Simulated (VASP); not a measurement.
Write the native input for VASP 6.6.1 that does the following.

- Task: single point
- Functional: PBE
- Potentials or basis: VASP PAW PBE potentials, release 64 (Tm_3, I), 4f in core
- Cutoff: 500 eV
- k mesh: 4 × 4 × 4
- Occupations: gaussian, width 0.1 eV
- Spin: no spin polarisation
- Dipole correction: no
- Further INCAR settings: ALGO = Normal; EDIFF = 1e-06; NBANDS = 28

The structure of Tm2I3 lies in POSCAR:

```
Tm2I3
1.0
    5.6968726300      0.0000000000      0.0000000000
    0.0000000000      5.6968726300      0.0000000000
    0.0000000000      0.0000000000      5.6968726300
Tm I
2 3
Direct
    0.5000000000      0.5000000000      0.5000000000
    0.0000000000      0.0000000000      0.0000000000
    0.5000000000      0.0000000000      0.0000000000
    0.0000000000      0.5000000000      0.0000000000
    0.0000000000      0.0000000000      0.5000000000
```

The cell was generated, and may not be a known phase.

One way to write it, as run:

INCAR

```
SYSTEM = Tm2I3
PREC     = Accurate       ! precision mode
ENCUT    = 500            ! plane-wave cutoff, eV
EDIFF    = 1E-6           ! SCF threshold, eV
ISMEAR   = 0              ! smearing method
SIGMA    = 0.1            ! smearing width, eV
LREAL    = .FALSE.        ! projectors in reciprocal space
LASPH    = .TRUE.         ! aspherical terms in the spheres
NELM     = 200            ! most SCF steps
ALGO     = Normal         ! electronic algorithm
ISIF     = 2              ! what is computed and relaxed
LWAVE    = .FALSE.        ! write WAVECAR
LCHARG   = .TRUE.         ! write CHGCAR
GGA      = PE             ! functional
LELF     = .TRUE.         ! ELF
LVHAR    = .TRUE.       
NBANDS   = 28             ! bands
GGA_COMPAT= .FALSE.      
LMAXMIX  = 6              ! l up to which the mixer works
```

KPOINTS

```
regular mesh
0
G
  4 4 4
  0 0 0
```

Potentials or basis: VASP PAW PBE potentials, release 64 (Tm_3, I), 4f in core.

Launch:

```console
$ cat potpaw_PBE.64/Tm_3/POTCAR potpaw_PBE.64/I/POTCAR > POTCAR
$ mpirun -np 1 vasp_std > vasp.out
```

It gave:

The pressure is 4.0 GPa. The band gap on the k mesh is zero (an odd number of electrons rules out a gap without spin polarisation).

Caveat: the cell stands under pressure; spin-orbit coupling is left out, which moves the levels of the heavy elements; the 4f electrons are frozen in the core, so they carry no moment and show no levels; an odd number of electrons without spin polarisation forces a metal; a magnetic or distorted state may lie lower; the run has no spin polarisation, though such a crystal can be magnetic.

Run time: 33 s on 1 thread of Intel(R) Xeon(R) 6975P-C (Granite Rapids), on a shared host, peak memory 0.26 GiB.
